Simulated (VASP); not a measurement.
# KNaBi2O6 (Cmmm) in VASP: single point with PBEsol

Aim: the single point of KNaBi2O6 with PBEsol.

All numbers are computed with VASP 6.6.1; they aren't measurements. Logs are shortened: lines on timing, memory, paths and dates and some standing lists are left out, and cuts for length are marked.

## (1) The cell of the first run

The structure is orthorhombic, space group Cmmm (No. 65). The conventional cell has a = 8.282 Å, b = 8.355 Å, c = 4.289 Å, α = 90.00°, β = 90.00°, γ = 90.00°. K (site symmetry mmm) has 12 O at 2.65 to 3.42 Å within 3.5 Å. Within 3.4 Å of Na (site symmetry mmm) lie 12 O at 2.60 to 3.39 Å. Bi (site symmetry 2/m) has 6 O at 2.14 to 2.17 Å within 2.8 Å. Within 2.8 Å of O (site symmetry 2/m) lie 2 Bi at 2.14 Å. O (site symmetry m2m) has 2 Bi at 2.14 Å and 2 K at 2.65 Å within 2.8 Å. O (site symmetry 2mm) has 2 Bi at 2.17 Å and 2 Na at 2.60 Å within 2.9 Å.

## (2) Single point, PBEsol

INCAR reads:

```
SYSTEM = KNaBi2O6
PREC = Accurate
ENCUT = 520
EDIFF = 1E-6
ISMEAR = 0
SIGMA = 0.05
LREAL = .False.
LASPH = .True.
NELM = 80
ALGO = Normal
ISIF = 2
LWAVE = .False.
LCHARG = .False.
GGA = PS
NBANDS = 52
```

KPOINTS reads:

```
Automatic mesh
0
Gamma
  4 4 6
  0 0 0
```

POSCAR reads:

```
KNaBi2O6
1.0
    4.1409619100     -4.1772563700      0.0000000000
    4.1409619100      4.1772563700      0.0000000000
    0.0000000000      0.0000000000      4.2888821200
K Na Bi O
1 1 2 6
Direct
    0.5000000000      0.5000000000      0.5000000000
    0.0000000000      0.0000000000      0.5000000000
    0.0000000000      0.5000000000      0.0000000000
    0.5000000000      0.0000000000      0.0000000000
    0.0000000000      0.5000000000      0.5000000000
    0.5000000000      0.0000000000      0.5000000000
    0.3136660300      0.6863339700      0.0000000000
    0.6863339700      0.3136660300      0.0000000000
    0.8216468200      0.8216468200      0.0000000000
    0.1783531800      0.1783531800      0.0000000000
```

Potentials or basis: VASP PAW PBE potentials, release 64 (K_sv, Na_pv, Bi_d, O).

Command:

```console
cat potpaw_PBE.64/K_sv/POTCAR potpaw_PBE.64/Na_pv/POTCAR potpaw_PBE.64/Bi_d/POTCAR potpaw_PBE.64/O/POTCAR > POTCAR
mpirun -np 1 vasp_std > vasp.out
```

OUTCAR:

```text
SYSTEM = KNaBi2O6
   PREC = Accurate
   ENCUT = 520
   EDIFF = 1E-6
   ISMEAR = 0
   LREAL = .False.
   LASPH = .True.
   NELM = 80
   ISIF = 2
   GGA = PS

 ion  position               nearest neighbor table
   1  0.500  0.500  0.500-   7 2.65   8 2.65   7 2.65   8 2.65   3 3.64   4 3.64   3 3.64   4 3.64
                             4 3.64   4 3.64   3 3.64   3 3.64
   2  0.000  0.000  0.500-
   3  0.000  0.500  0.000-   7 2.14   8 2.14   5 2.14   5 2.14  10 2.17   9 2.17   1 3.64   1 3.64
                             1 3.64   1 3.64
   4  0.500  0.000  0.000-   7 2.14   8 2.14   6 2.14   6 2.14  10 2.17   9 2.17   1 3.64   1 3.64
                             1 3.64   1 3.64
   5  0.000  0.500  0.500-   3 2.14   3 2.14
   6  0.500  0.000  0.500-   4 2.14   4 2.14
   7  0.314  0.686  0.000-   3 2.14   4 2.14   1 2.65   1 2.65
   8  0.686  0.314  0.000-   3 2.14   4 2.14   1 2.65   1 2.65
   9  0.822  0.822  0.000-   3 2.17   4 2.17
  10  0.178  0.178  0.000-   3 2.17   4 2.17

  LATTYP: Found a base centered orthorhombic cell.
 ALAT       =     8.2819238200
 B/A-ratio  =     1.0087647413
 C/A-ratio  =     0.5178606098

  Lattice vectors:

 A1 = (   4.1409619100,  -4.1772563700,   0.0000000000)
 A2 = (   4.1409619100,   4.1772563700,   0.0000000000)
 A3 = (   0.0000000000,   0.0000000000,   4.2888821200)

Analysis of symmetry for initial positions (statically):
=====================================================================
 Subroutine PRICEL returns:
 Original cell was already a primitive cell.

 Routine SETGRP: Setting up the symmetry group for a
 base centered orthorhombic supercell.

 Subroutine GETGRP returns: Found  8 space group operations
 (whereof  8 operations were pure point group operations)
 out of a pool of  8 trial point group operations.

The static configuration has the point symmetry D_2h.

Analysis of symmetry for dynamics (positions and initial velocities):
=====================================================================
 Subroutine PRICEL returns:
 Original cell was already a primitive cell.

 Routine SETGRP: Setting up the symmetry group for a
 base centered orthorhombic supercell.

 Subroutine GETGRP returns: Found  8 space group operations
 (whereof  8 operations were pure point group operations)
 out of a pool of  8 trial point group operations.

The dynamic configuration has the point symmetry D_2h.

 Subroutine INISYM returns: Found  8 space group operations
 (whereof  8 operations are pure point group operations),
 and found     1 'primitive' translations

----------------------------------------------------------------------------------------

                                     Primitive cell

  volume of cell :     148.3770

  direct lattice vectors                    reciprocal lattice vectors
     4.140961910 -4.177256370  0.000000000     0.120744892 -0.119695790  0.000000000
     4.140961910  4.177256370  0.000000000     0.120744892  0.119695790  0.000000000
     0.000000000  0.000000000  4.288882120     0.000000000  0.000000000  0.233160990

  length of vectors
     5.881924542  5.881924542  4.288882120     0.170018855  0.170018855  0.233160990

  position of ions in fractional coordinates (direct lattice)
     0.500000000  0.500000000  0.500000000
     0.000000000  0.000000000  0.500000000
     1.000000000  0.500000000  0.000000000
     0.500000000  1.000000000  0.000000000
     1.000000000  0.500000000  0.500000000
     0.500000000  1.000000000  0.500000000
     0.313666030  0.686333970  0.000000000
     0.686333970  0.313666030  0.000000000
     0.821646820  0.821646820  0.000000000
     0.178353180  0.178353180  0.000000000

  ion indices of the primitive-cell ions
   primitive index   ion index
                 1           1
                 2           2
                 3           3
                 4           4
                 5           5
                 6           6
                 7           7
                 8           8
                 9           9
                10          10

----------------------------------------------------------------------------------------

 KPOINTS: Automatic mesh

Automatic generation of k-mesh.
 Grid dimensions read from file:
 generate k-points for:    4    4    6

 Generating k-lattice:

  Cartesian coordinates                     Fractional coordinates (reciprocal lattice)
     0.030186223 -0.029923947  0.000000000     0.250000000 -0.000000000  0.000000000
     0.030186223  0.029923947  0.000000000    -0.000000000  0.250000000  0.000000000
     0.000000000  0.000000000  0.038860165     0.000000000  0.000000000  0.166666667

  Length of vectors
     0.042504714  0.042504714  0.038860165

  Shift w.r.t. Gamma in fractional coordinates (k-lattice)
     0.000000000  0.000000000  0.000000000

 Subroutine IBZKPT returns following result:
 ===========================================

 Found     28 irreducible k-points:

 Following reciprocal coordinates:
            Coordinates               Weight
  0.000000  0.000000  0.000000      1.000000
  0.250000 -0.000000  0.000000      4.000000
  0.500000 -0.000000  0.000000      2.000000
  0.250000  0.250000  0.000000      2.000000
  0.500000  0.250000  0.000000      4.000000
 -0.250000  0.250000  0.000000      2.000000
[... 16 lines left out ...]
  0.250000 -0.000000  0.500000      4.000000
  0.500000 -0.000000  0.500000      2.000000
 [... further k-points ...]
   k-points           NKPTS =     28   k-points in BZ     NKDIM =     28   number of bands    NBANDS=     52
   number of dos      NEDOS =    301   number of ions     NIONS =     10
   total plane-waves  NPLWV =  73728
   dimension x,y,z NGX =    48 NGY =   48 NGZ =   32
   dimension x,y,z NGXF=    96 NGYF=   96 NGZF=   64
   ions per type =               1   1   2   6
   NGX,Y,Z   is equivalent  to a cutoff of  13.57, 13.57, 12.40 a.u.
   NGXF,Y,Z  is equivalent  to a cutoff of  27.13, 27.13, 24.81 a.u.
 SYSTEM =  KNaBi2O6
   PREC   = accura    normal or accurate (medium, high low for compatibility)
   ISTART =      0    job   : 0-new  1-cont  2-samecut
   ICHARG =      2    charge: 1-file 2-atom 10-const
   ISPIN  =      1    spin polarized calculation?
   LNONCOLLINEAR =      F non collinear calculations
   LSORBIT =      F    spin-orbit coupling
   LASPH  =      T    aspherical Exc in radial PAW
   ENCUT  =  520.0 eV  38.22 Ry    6.18 a.u.  10.94 10.94  7.97*2*pi/ulx,y,z
   NELM   =     80;   NELMIN=  2; NELMDL= -5     # of ELM steps
   EDIFF  = 0.1E-05   stopping-criterion for ELM
   LREAL  =      F    real-space projection
   EDIFFG = 0.1E-04   stopping-criterion for IOM
   NSW    =      0    number of steps for IOM
   IBRION =     -1    ionic relax: 0-MD 1-quasi-New 2-CG
   NFREE  =      0    steps in history (QN), initial steepest desc. (CG)
   ISIF   =      2    stress and relaxation
   ISYM   =      2    0-nonsym 1-usesym 2-fastsym
   POTIM  = 0.5000    time-step for ionic-motion
   TEBEG  =    0.0;   TEEND  =   0.0 temperature during run
   PSTRESS=    0.0 pullay stress
   NELECT =      82.0000    total number of electrons
   NUPDOWN=      -1.0000    fix difference up-down
   EMIN   =  10.00;   EMAX   =-10.00  energy-range for DOS
   EFERMI =   0.00;   METHOD = LEGACY
   ISMEAR =     0;   SIGMA  =   0.05  broadening in eV -4-tet -1-fermi 0-gaus
   EFERMI_NEDOS =   21; number of points for ismear=-14 and -15
   IALGO  =     38    algorithm
   IMIX   =      4    mixing-type and parameters
     AMIX     =   0.40;   BMIX     =  1.00
     AMIX_MAG =   1.60;   BMIX_MAG =  1.00
  volume/ion in A,a.u.               =      14.84       100.13
  Fermi-wavevector in a.u.,A,eV,Ry     =   1.343458  2.538767 24.556860  1.804878
  Thomas-Fermi vector in A             =   2.471530
   LORBIT       =      0    0 simple, 1 ext, 2 COOP (PROOUT), +10 PAW based schemes
   GGA     = PS    functional components
   LHFCALC =     F    Hartree Fock is set to
   AEXX    =    0.0000 exact exchange contribution
   IVDW    =     0    specifies the selected vdW correction
   LEPSILON=     F    determine dielectric tensor
   LRPA    =     F    only Hartree local field effects (RPA)
 non-spin polarized calculation
 Gauss-broadening in eV      SIGMA  =   0.05
  energy-cutoff  :      520.00
  volume of cell :      148.38
 maximum number of plane-waves:      4018
 NGX is ok and might be reduce to    48
   NGX = 21   NGY = 21   NGZ = 15

 number of electron      81.9999951 magnetization

 Free energy of the ion-electron system (eV)
  ---------------------------------------------------
  ext. energy  EPLUGINS =         0.00000000
  ---------------------------------------------------
  free energy    TOTEN  =       -53.41452316 eV

  energy without entropy =      -53.41096530  energy(sigma->0) =      -53.41274423

 E-fermi :   2.5417     XC(G=0): -10.2296

 val. band max:        2.5278228158   @ k =  -0.2500   0.2500   0.5000
 cond. band min:       2.5457053335   @ k =   0.2500   0.2500   0.5000
 fundamental gap:      0.0178825177
 Fermi energy:         2.5416558115

 k-point     1 :       0.0000    0.0000    0.0000
  band No.  band energies     occupation
      1     -24.2842      2.00000
      2     -19.8389      2.00000
      3     -19.7802      2.00000
      4     -19.6917      2.00000
      5     -19.4635      2.00000
      6     -19.2973      2.00000
[... 44 lines left out ...]
     51      12.4792      0.00000
     52      12.5649      0.00000

 k-point     2 :       0.2500   -0.0000    0.0000
  band No.  band energies     occupation
      1     -24.2837      2.00000
      2     -19.8034      2.00000
      3     -19.7520      2.00000
      4     -19.7071      2.00000
      5     -19.5205      2.00000
      6     -19.2929      2.00000
[... 44 lines left out ...]
     51      12.1038      0.00000
     52      12.6473      0.00000

 k-point     3 :       0.5000   -0.0000    0.0000
  band No.  band energies     occupation
      1     -24.2831      2.00000
      2     -19.7479      2.00000
      3     -19.7471      2.00000
      4     -19.6490      2.00000
      5     -19.6481      2.00000
      6     -19.2817      2.00000
[... 44 lines left out ...]
     51      11.8757      0.00000
     52      12.0378      0.00000
[... 1046 lines left out ...]
 k-point    23 :       0.2500   -0.0000    0.5000
  band No.  band energies     occupation
      1     -24.2704      2.00000
      2     -19.7789      2.00000
      3     -19.5817      2.00000
      4     -19.5261      2.00000
      5     -19.4752      2.00000
      6     -19.2938      2.00000
[... 44 lines left out ...]
     51      11.7259      0.00000
     52      12.5409      0.00000

 k-point    24 :       0.5000   -0.0000    0.5000
  band No.  band energies     occupation
      1     -24.2703      2.00000
      2     -19.6567      2.00000
      3     -19.6561      2.00000
      4     -19.5291      2.00000
      5     -19.5270      2.00000
      6     -19.2818      2.00000
[... 44 lines left out ...]
     51      11.5252      0.00000
     52      12.4145      0.00000

 [... further k-points ...]
[... 5 lines left out ...]
  --------------------------------------------------------------------------------------
  -------------------------------------------------------------------------------------
  Total       -4.3814659     -4.5183645     -3.7867110      0.0000000      0.0000000      0.0000000
  in kB      -47.3111551    -48.7893882    -40.8889797      0.0000000      0.0000000      0.0000000
  external PRESSURE =     -45.6631743 kB  Pullay stress =       0.0000000 kB

 VOLUME and BASIS-vectors are now :
 -----------------------------------------------------------------------------
  energy-cutoff  :      520.00
  volume of cell :      148.38
      direct lattice vectors                 reciprocal lattice vectors
     4.140961910 -4.177256370  0.000000000     0.120744892 -0.119695790  0.000000000
     4.140961910  4.177256370  0.000000000     0.120744892  0.119695790  0.000000000
     0.000000000  0.000000000  4.288882120     0.000000000  0.000000000  0.233160990

 POSITION                                       TOTAL-FORCE (eV/Angst)
 -----------------------------------------------------------------------------------
      4.14096      0.00000      2.14444         0.000000     -0.000000     -0.000000
      0.00000      0.00000      2.14444         0.000000     -0.000000     -0.000000
      2.07048      2.08863      0.00000         0.000000     -0.000000     -0.000000
      2.07048     -2.08863      0.00000         0.000000     -0.000000     -0.000000
      2.07048      2.08863      2.14444         0.000000     -0.000000     -0.000000
      2.07048     -2.08863      2.14444         0.000000     -0.000000     -0.000000
      4.14096      1.55673      0.00000         0.000000      0.164940     -0.000000
      4.14096     -1.55673      0.00000         0.000000     -0.164940      0.000000
      6.80482      0.00000      0.00000        -0.208561     -0.000000     -0.000000
      1.47711      0.00000      0.00000         0.208561     -0.000000      0.000000
 -----------------------------------------------------------------------------------
    total drift:                                0.000000     -0.000000      0.000000

  FREE ENERGIE OF THE ION-ELECTRON SYSTEM (eV)
  ---------------------------------------------------
  free  energy   TOTEN  =       -53.4145231569 eV

  energy  without entropy=      -53.4109652970  energy(sigma->0) =      -53.41274423
```

It took 2.9 min on 1 thread of Intel Xeon Platinum 8375C at 2.90GHz (Ice Lake), shared host; peak memory 0.37 GiB.

Results:

- Free energy: -53.4145 eV
- Pressure: -4.6 GPa
- Largest force: 0.209 eV/Å
- Band gap on the k mesh: zero (band 41 reaches 2.59 eV, above the bottom of band 42 at 2.22 eV)

Forces in eV/Å, atoms in the order of the input:
```
K    0.000  0.000  0.000
Na   0.000  0.000  0.000
Bi   0.000  0.000  0.000
Bi   0.000  0.000  0.000
O    0.000  0.000  0.000
O    0.000  0.000  0.000
O    0.000  0.165  0.000
O    0.000 -0.165  0.000
O   -0.209  0.000  0.000
O    0.209  0.000  0.000
```

Levels at points of the mesh, in eV from the Fermi level:
| k point | band 37 | band 38 | band 39 | band 40 | band 41 | band 42 | band 43 | band 44 | band 45 | band 46 |
| --- | --- | --- | --- | --- | --- | --- | --- | --- | --- | --- |
| (0.00, 0.00, 0.00) | -0.83 | -0.75 | -0.74 | -0.66 | -0.63 | -0.32 | 2.90 | 5.94 | 6.36 | 6.49 |
| (0.50, 0.00, 0.00) | -0.92 | -0.90 | -0.81 | -0.67 | -0.66 | 0.62 | 0.67 | 6.70 | 7.33 | 8.09 |
| (0.50, 0.50, 0.00) | -0.94 | -0.80 | -0.75 | -0.71 | -0.66 | 1.04 | 1.33 | 6.33 | 6.71 | 8.40 |
| (0.00, 0.00, 0.50) | -0.83 | -0.76 | -0.58 | 0.03 | 0.05 | 1.86 | 4.51 | 5.14 | 5.19 | 5.28 |
| (0.50, 0.00, 0.50) | -0.62 | -0.56 | -0.46 | -0.25 | -0.25 | 2.56 | 2.59 | 5.97 | 6.16 | 6.71 |
| (0.50, 0.50, 0.50) | -0.82 | -0.76 | -0.66 | -0.09 | -0.03 | 3.04 | 3.22 | 5.77 | 6.03 | 6.04 |

Caveat: the PAW data sets were made with another functional, which shifts forces and pressure a little; spin-orbit coupling is left out, which moves the levels of the heavy elements.
